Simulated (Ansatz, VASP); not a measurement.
**Pd: VASP beside Ansatz**

```
Pd
1.0
     0.00000    2.04215    1.94490
     2.04215    0.00000    1.94490
     2.04215    2.04215    0.00000
Pd
1
Direct
  0.00000 0.00000 0.00000
```

Change from the starting cell: strain +0.050 along x and y, +0.000 along z, atoms carried along.

Alike in both runs: task single point; functional PBE; k mesh 20 × 20 × 20; occupations gaussian, width 0.15 eV; no spin polarisation.

|  | VASP | Ansatz |
| --- | --- | --- |
| version | VASP 6.6.1 | Ansatz 0.2.0 |
| potentials or method | VASP PAW PBE potentials, release 64 (Pd), cutoff 520 eV | scalar-relativistic, plane waves, PAW |
| valence electrons in the cell | 10 | 18 |

Ansatz gave:

```
gap on the k mesh at the Fermi level (eV)                     : none
pressure (GPa)                                                : -8.0
traceless stress, the component that is largest in VASP (GPa) : 0.94
```

Q: What did VASP give for the same quantities?

A: gap on the k mesh at the Fermi level (eV): none; pressure (GPa): -8.2; traceless stress, the component that is largest in VASP (GPa): 0.94.

A gap of «none» marks a metal or a gap that the smearing closes. VASP's potentials hold 10 valence electrons a cell and Ansatz's 18, so a difference there can come from the potentials and not from the codes.
